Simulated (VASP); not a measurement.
Set up this calculation in VASP 6.6.1, as the native input.

- Task: single point
- Functional: RPBE
- Potentials or basis: VASP PAW PBE potentials, release 64 (Sn_d, O)
- Cutoff: 520 eV
- k mesh: 5 × 5 × 5
- Occupations: fermi-dirac, width 0.05 eV
- Spin: no spin polarisation
- Dipole correction: no
- Further INCAR settings: ALGO = Normal; EDIFF = 1e-07; NBANDS = 64

The structure of SnO2 lies in POSCAR:

```
SnO2
1.0
   -3.2488970000      3.4144700000      3.4140210000
    3.2488970000     -3.4144700000      3.4140210000
    3.2488970000      3.4144700000     -3.4140210000
Sn O
4 8
Direct
    0.5000000000      0.0000000000      0.0000000000
    0.5000000000      0.5000000000      0.5000000000
    0.0035990000      0.7535990000      0.2500000000
    0.9964010000      0.2464010000      0.7500000000
    0.8064960000      0.8037740000      0.4972780000
    0.8064960000      0.3092180000      0.0027220000
    0.3024350000      0.2459400000      0.0564950000
    0.6894450000      0.2459400000      0.4435050000
    0.3105550000      0.7540600000      0.5564950000
    0.1935040000      0.6907820000      0.9972780000
    0.6975650000      0.7540600000      0.9435050000
    0.1935040000      0.1962260000      0.5027220000
```

The input as run:

INCAR

```
PREC = Accurate
ENCUT = 520
EDIFF = 1E-7
ISMEAR = -1
SIGMA = 0.05
LREAL = False
LASPH = True
NELM = 80
ALGO = Normal
ISIF = 2
LWAVE = False
LCHARG = True
GGA = RP
LELF = True
LVHAR = True
NBANDS = 64
```

KPOINTS

```
regular mesh
0
Gamma
  5 5 5
```

Potentials or basis: VASP PAW PBE potentials, release 64 (Sn_d, O).

Run with:

```bash
$ cat potpaw_PBE.64/Sn_d/POTCAR potpaw_PBE.64/O/POTCAR > POTCAR
$ mpirun -np 1 vasp_std > vasp.out
```

Results of the run:

| Quantity | Value |
| --- | --- |
| Pressure | 3.7 GPa |
| Largest force | 0.056 eV/Å |
| Band gap on the k mesh | 0.70 eV |

Caveat: the cell stands under pressure; semilocal functionals underestimate gaps, and a narrow one can read as zero; the PAW data sets were made with another functional, which shifts forces and pressure a little; spin-orbit coupling is left out, which moves the levels of the heavy elements.

It took 5.4 min on 1 thread of Intel(R) Xeon(R) Platinum 8124M CPU @ 3.00GHz (Skylake/Cascade Lake), with other jobs on the host, peak memory 0.41 GiB.
